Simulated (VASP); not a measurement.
# CuO (Fm-3m) in VASP: notebook, part 2 of 2

VASP 6.6.1. The steps go on from the part before.

### Step 3. Single point, PBE

This run uses another cell than the first one, of 9.56 Å³/atom.

File INCAR:

```
PREC     = Accurate       # precision mode
ENCUT    = 520            # plane-wave cutoff, eV
EDIFF    = 1E-6           # SCF threshold, eV
ISMEAR   = 0              # smearing method
SIGMA    = 0.1            # smearing width, eV
LREAL    = F              # projectors in reciprocal space
LASPH    = T              # aspherical terms in the spheres
NELM     = 60             # most SCF steps
ALGO     = Normal         # electronic algorithm
ISIF     = 2              # what is computed and relaxed
LWAVE    = F              # write WAVECAR
LCHARG   = T              # write CHGCAR
GGA      = PE             # functional
LELF     = T              # ELF
LVHAR    = T            
NBANDS   = 16             # bands
```

File KPOINTS:

```
regular mesh
0
Gamma
  22 22 22
```

File POSCAR:

```
CuO
1.0
    0.0000000000      2.1220563210      2.1220563210
    2.1220563210      0.0000000000      2.1220563210
    2.1220563210      2.1220563210      0.0000000000
Cu O
1 1
Direct
    0.0000000000      0.0000000000      0.0000000000
    0.5000000000      0.5000000000      0.5000000000
```

Potentials or basis: VASP PAW PBE potentials, release 64 (Cu, O).

Launch:

```console
cat potpaw_PBE.64/Cu/POTCAR potpaw_PBE.64/O/POTCAR > POTCAR
mpirun -np 1 vasp_std > vasp.out
```

OUTCAR:

```text
PREC = Accurate
   ENCUT = 520
   EDIFF = 1E-6
   ISMEAR = 0
   LREAL = F
   LASPH = T
   NELM = 60
   ISIF = 2
   GGA = PE

 ion  position               nearest neighbor table
   1  0.000  0.000  0.000-   2 2.12   2 2.12   2 2.12   2 2.12   2 2.12   2 2.12
   2  0.500  0.500  0.500-   1 2.12   1 2.12   1 2.12   1 2.12   1 2.12   1 2.12

  LATTYP: Found a face centered cubic cell.
 ALAT       =     4.2441126420

  Lattice vectors:

 A1 = (   0.0000000000,   2.1220563210,   2.1220563210)
 A2 = (   2.1220563210,   0.0000000000,   2.1220563210)
 A3 = (   2.1220563210,   2.1220563210,   0.0000000000)

Analysis of symmetry for initial positions (statically):
=====================================================================
 Subroutine PRICEL returns:
 Original cell was already a primitive cell.

 Routine SETGRP: Setting up the symmetry group for a
 face centered cubic supercell.

 Subroutine GETGRP returns: Found 48 space group operations
 (whereof 48 operations were pure point group operations)
 out of a pool of 48 trial point group operations.

The static configuration has the point symmetry O_h .

Analysis of symmetry for dynamics (positions and initial velocities):
=====================================================================
 Subroutine PRICEL returns:
 Original cell was already a primitive cell.

 Routine SETGRP: Setting up the symmetry group for a
 face centered cubic supercell.

 Subroutine GETGRP returns: Found 48 space group operations
 (whereof 48 operations were pure point group operations)
 out of a pool of 48 trial point group operations.

The dynamic configuration has the point symmetry O_h .

 Subroutine INISYM returns: Found 48 space group operations
 (whereof 48 operations are pure point group operations),
 and found     1 'primitive' translations

[... 109 lines left out ...]
   ISMEAR =     0;   SIGMA  =   0.10  broadening in eV -4-tet -1-fermi 0-gaus
   EFERMI_NEDOS =   21; number of points for ismear=-14 and -15
   IALGO  =     38    algorithm
   IMIX   =      4    mixing-type and parameters
     AMIX     =   0.40;   BMIX     =  1.00
     AMIX_MAG =   1.60;   BMIX_MAG =  1.00
  volume/ion in A,a.u.               =       9.56        64.49
  Fermi-wavevector in a.u.,A,eV,Ry     =   1.574433  2.975247 33.726663  2.478840
  Thomas-Fermi vector in A             =   2.675568
   LORBIT       =      0    0 simple, 1 ext, 2 COOP (PROOUT), +10 PAW based schemes
   GGA     = PE    functional components
   LHFCALC =     F    Hartree Fock is set to
   AEXX    =    0.0000 exact exchange contribution
   IVDW    =     0    specifies the selected vdW correction
   LEPSILON=     F    determine dielectric tensor
   LRPA    =     F    only Hartree local field effects (RPA)
 non-spin polarized calculation
 Gauss-broadening in eV      SIGMA  =   0.10
  energy-cutoff  :      520.00
  volume of cell :       19.11
 maximum number of plane-waves:       533
   NGX = 11   NGY = 11   NGZ = 11

 number of electron      17.0000011 magnetization

 Free energy of the ion-electron system (eV)
  ---------------------------------------------------
  ext. energy  EPLUGINS =         0.00000000
  ---------------------------------------------------
  free energy    TOTEN  =        -9.53791343 eV

  energy without entropy =       -9.53120812  energy(sigma->0) =       -9.53456077

 E-fermi :   6.1028     XC(G=0): -12.3785

 val. band max:        6.0965686427   @ k =  -0.4545   0.2273   0.0000
 cond. band min:       6.1110486311   @ k =  -0.2273   0.3636   0.1364
 fundamental gap:      0.0144799884
 Fermi energy:         6.1027944348

 k-point     1 :       0.0000    0.0000    0.0000
  band No.  band energies     occupation
      1     -13.3839      2.00000
      2       3.6685      2.00000
      3       3.6685      2.00000
      4       3.6685      2.00000
      5       3.7721      2.00000
      6       3.7721      2.00000
[... 433 lines left out ...]
      3       1.2359      2.00000
      4       1.2371      2.00000
      5       4.2659      2.00000
      6       4.2732      2.00000
[... 8 lines left out ...]
     15      30.8027      0.00000
     16      30.8574      0.00000

 [... further k-points ...]

------------------------ aborting loop because EDIFF is reached ----------------------------------------

  FORCE on cell =-STRESS in cart. coord.  units (eV):
  Direction    XX          YY          ZZ          XY          YZ          ZX
  --------------------------------------------------------------------------------------
  -------------------------------------------------------------------------------------
  Total        0.0285864      0.0285864      0.0285864      0.0000000      0.0000000     -0.0000000
  in kB        2.3964549      2.3964549      2.3964549      0.0000000      0.0000000     -0.0000000
  external PRESSURE =       2.3964549 kB  Pullay stress =       0.0000000 kB

 VOLUME and BASIS-vectors are now :
 -----------------------------------------------------------------------------
  energy-cutoff  :      520.00
  volume of cell :       19.11
      direct lattice vectors                 reciprocal lattice vectors
     0.000000000  2.122056321  2.122056321    -0.235620513  0.235620513  0.235620513
     2.122056321  0.000000000  2.122056321     0.235620513 -0.235620513  0.235620513
     2.122056321  2.122056321  0.000000000     0.235620513  0.235620513 -0.235620513

 POSITION                                       TOTAL-FORCE (eV/Angst)
 -----------------------------------------------------------------------------------
      0.00000      0.00000      0.00000        -0.000000     -0.000000     -0.000000
      2.12206      2.12206      2.12206         0.000000      0.000000      0.000000
 -----------------------------------------------------------------------------------
    total drift:                                0.000000     -0.000000     -0.000000

  FREE ENERGIE OF THE ION-ELECTRON SYSTEM (eV)
  ---------------------------------------------------
  free  energy   TOTEN  =        -9.5379134287 eV

  energy  without entropy=       -9.5312081185  energy(sigma->0) =       -9.53456077
```

stdout:

```text
POSCAR found type information on POSCAR CuO
 POSCAR found :  2 types and       2 ions
 scaLAPACK will be used
 LDA part: xc-table for (Slater+PW92), standard interpolation
 POSCAR, INCAR and KPOINTS ok, starting setup
 FFT: planning ... GRIDC
 FFT: planning ... GRID_SOFT
 FFT: planning ... GRID
 WAVECAR not read
 entering main loop
```

Wall time 62 s (1 thread of Intel Xeon Platinum 8488C (Sapphire Rapids), shared host); peak memory 0.21 GiB.

Results:

```
Free energy            : -9.5379 eV
Pressure               : 0.2 GPa
Band gap on the k mesh : zero (an odd number of electrons rules out a gap without spin polarisation)
```

Levels at points of the mesh, in eV from the Fermi level:
```csv
k point,band 7,band 8,band 9,band 10,band 11,band 12
"(0.00, 0.00, 0.00)",-2.33,-2.18,-2.18,1.40,18.17,18.64
"(0.50, 0.00, 0.00)",-1.40,0.73,0.73,5.74,9.55,13.74
"(0.50, 0.50, 0.00)",-1.64,-1.64,-1.47,5.62,10.57,12.07
```

Caveat: an odd number of electrons without spin polarisation forces a metal; a magnetic or distorted state may lie lower; semilocal functionals often make such compounds metallic where correlation or magnetic order opens a gap, which also shifts bond lengths. With open d or f shells a metallic result of PBE can be an artefact of self-interaction; +U or a hybrid may open a gap.

### Step 4. Relaxation of cell and atoms, PBE

File INCAR:

```
SYSTEM = CuO
PREC     = Accurate       ! precision mode
ENCUT    = 600            ! plane-wave cutoff, eV
EDIFF    = 1E-7           ! SCF threshold, eV
ISMEAR   = 0              ! smearing method
SIGMA    = 0.1            ! smearing width, eV
LREAL    = .False.        ! projectors in reciprocal space
LASPH    = .True.         ! aspherical terms in the spheres
NELM     = 80             ! most SCF steps
ALGO     = Normal         ! electronic algorithm
ISIF     = 3              ! what is computed and relaxed
LWAVE    = .False.        ! write WAVECAR
LCHARG   = .False.        ! write CHGCAR
GGA      = PE             ! functional
IBRION   = 2              ! ionic algorithm
NSW      = 100            ! ionic steps
EDIFFG   = -0.01          ! ionic threshold
```

File KPOINTS:

```
Automatic mesh
0
Gamma
  22 22 22
  0 0 0
```

File POSCAR:

```
CuO
1.0
    0.0000000000      2.1165600000      2.1165600000
    2.1165600000      0.0000000000      2.1165600000
    2.1165600000      2.1165600000      0.0000000000
Cu O
1 1
Direct
    0.0000000000      0.0000000000      0.0000000000
    0.5000000000      0.5000000000      0.5000000000
```

Launch:

```console
cat potpaw_PBE.64/Cu/POTCAR potpaw_PBE.64/O/POTCAR > POTCAR
mpirun -np 1 vasp_std > vasp.out
```

Wall time 1.8 min (1 thread of Intel Xeon Platinum 8488C (Sapphire Rapids), shared host); peak memory 0.22 GiB.

The run converged. Its results:

| Quantity | Value |
| --- | --- |
| Free energy | -9.5399 eV |
| Relaxed volume | 9.56 Å³/atom |
| Relaxed cell | a = 3.002 Å, b = 3.002 Å, c = 3.002 Å, α = 60.00°, β = 60.00°, γ = 60.00° |
| Space group after relaxing (to 0.1 Å) | Fm-3m (No. 225) |
| Energy gained by relaxing | 0.4 meV/atom |
| Ionic steps | 3 |
| Pressure after relaxing | 0.0 GPa |
| Band gap on the k mesh | zero (an odd number of electrons rules out a gap without spin polarisation) |

The path:
```csv
step,energy change (eV),largest force (eV/Å),pressure (GPa),volume (Å³)
1,0.0000,0.0000,1.53,18.96
2,-0.0005,0.0000,-0.81,19.21
3,-0.0008,0.0000,0.01,19.13
```

Final structure:
```xyz
2
Lattice="0.0000 2.1226 2.1226 2.1226 0.0000 2.1226 2.1226 2.1226 0.0000" Properties=species:S:1:pos:R:3 pbc="T T T"
Cu    0.0000    0.0000    0.0000
O     2.1226    2.1226    2.1226
```

Levels at points of the mesh, in eV from the Fermi level:
| k point | band 7 | band 8 | band 9 | band 10 | band 11 | band 12 |
| --- | --- | --- | --- | --- | --- | --- |
| (0.00, 0.00, 0.00) | -2.33 | -2.18 | -2.18 | 1.40 | 18.17 | 18.63 |
| (0.50, 0.00, 0.00) | -1.39 | 0.73 | 0.73 | 5.74 | 9.55 | 13.73 |
| (0.50, 0.50, 0.00) | -1.64 | -1.64 | -1.47 | 5.61 | 10.56 | 12.07 |

Caveat: an odd number of electrons without spin polarisation forces a metal; a magnetic or distorted state may lie lower; semilocal functionals often make such compounds metallic where correlation or magnetic order opens a gap, which also shifts bond lengths. With open d or f shells a metallic result of PBE can be an artefact of self-interaction; +U or a hybrid may open a gap.

### Step 5. The runs side by side

| task | spin | cell | k mesh | cutoff (eV) | gap on the mesh (eV) | pressure (GPa) |
| --- | --- | --- | --- | --- | --- | --- |
| single point | collinear | a = 2.993 Å, angles 60.0°, 2 atoms | 8 × 8 × 8 | 520 | none | 1.4 |
| single point | off | a = 3.001 Å, angles 60.0°, 2 atoms | 22 × 22 × 22 | 520 | none | 0.2 |
| relaxation of cell and atoms | off | relaxed from a = 2.993 Å, angles 60.0°, 2 atoms | 22 × 22 × 22 | 600 | none | 0.0 |

Alike in all rows: level PBE; potentials or basis VASP PAW PBE potentials, release 64 (Cu, O); smearing gaussian 0.1 eV.

Caveats: semilocal functionals often make such compounds metallic where correlation or magnetic order opens a gap, which also shifts bond lengths; an odd number of electrons without spin polarisation forces a metal (at least some runs); a magnetic or distorted state may lie lower (at least some runs).

Absolute energies hang on the potentials; compare differences alone.
